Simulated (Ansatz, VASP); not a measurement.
# Sr: VASP beside Ansatz

The input INCAR:

```
SYSTEM = Sr
PREC     = Accurate       ! precision mode
ENCUT    = 520            ! plane-wave cutoff, eV
EDIFF    = 1E-8           ! SCF threshold, eV
ISMEAR   = -1             ! smearing method
SIGMA    = 0.08           ! smearing width, eV
LREAL    = .False.        ! projectors in reciprocal space
LASPH    = .True.         ! aspherical terms in the spheres
NELM     = 150            ! most SCF steps
ALGO     = Normal         ! electronic algorithm
ISIF     = 2              ! what is computed and relaxed
LWAVE    = .False.        ! write WAVECAR
LCHARG   = .False.        ! write CHGCAR
LNONCOLLINEAR= .True.         ! non-collinear magnetism
MAGMOM   = 0 0 0          ! initial moments
LORBIT   = 11             ! projections on sites
LSORBIT  = .True.         ! spin-orbit coupling
GGA_COMPAT= .False.      
LORBMOM  = .True.       
GGA      = PE             ! functional
LEFG     = .True.       
NBANDS   = 21             ! bands
```

The input KPOINTS:

```
regular mesh
0
Gamma
  10 10 10
  0 0 0
```

The input POSCAR:

```
Sr
1.0
    0.0000000000      3.0423500000      3.0423500000
    3.0423500000      0.0000000000      3.0423500000
    3.0423500000      3.0423500000      0.0000000000
Sr
1
Direct
    0.0000000000      0.0000000000      0.0000000000
```

Input for Ansatz:

```yaml
crystal:
  lattice:
    - [0.0, 3.04235, 3.04235]
    - [3.04235, 0.0, 3.04235]
    - [3.04235, 3.04235, 0.0]
  atoms:
    - { symbol: Sr, position: [0.0, 0.0, 0.0] }
kpoints:
  mp_grid: { grid: [10, 10, 10] }
  band_path:
    path:
      - [0.0, 0.0, 0.0]
      - [0.5, 0.0, 0.5]
      - [0.625, 0.25, 0.625]
      - [0.375, 0.375, 0.75]
      - [0.0, 0.0, 0.0]
      - [0.5, 0.5, 0.5]
      - [0.5, 0.25, 0.75]
      - [0.5, 0.0, 0.5]
    npoints: 5
scf:
  occupations: { method: fermi_dirac, width: 0.08 }
hamiltonian:
  xc: pbe
  pseudopotentials: { kind: paw_fr }
output:
  forces: true
  stress: true
  eigenvalues: true
  efg: { contact_densities: true }
  write_density: true
  write_potential: true
  elf: true
  volumetric_format: npy
magnetization:
  noncollinear: true
  spin_orbit: true
```

Alike in both runs: task electric field gradients; functional PBE; k mesh 10 × 10 × 10; occupations fermi-dirac, width 0.08 eV; non-collinear spin, spin-orbit coupling.

|  | VASP | Ansatz |
| --- | --- | --- |
| version | VASP 6.6.1 | Ansatz 0.2.0 |
| potentials or method | VASP PAW PBE potentials, release 64 (Sr_sv) | PAW with Ansatz's default frozen-core files, fully relativistic files with spin-orbit coupling |
| plane-wave cutoff (eV) | 520 | 420 |
| valence electrons in the cell | 10 | 10 |

```csv
,VASP,Ansatz,Ansatz less VASP
pressure (GPa),-0.3,-0.3,0.00
```

The functional is the same, so the differences come from potentials, cutoffs and numerics.
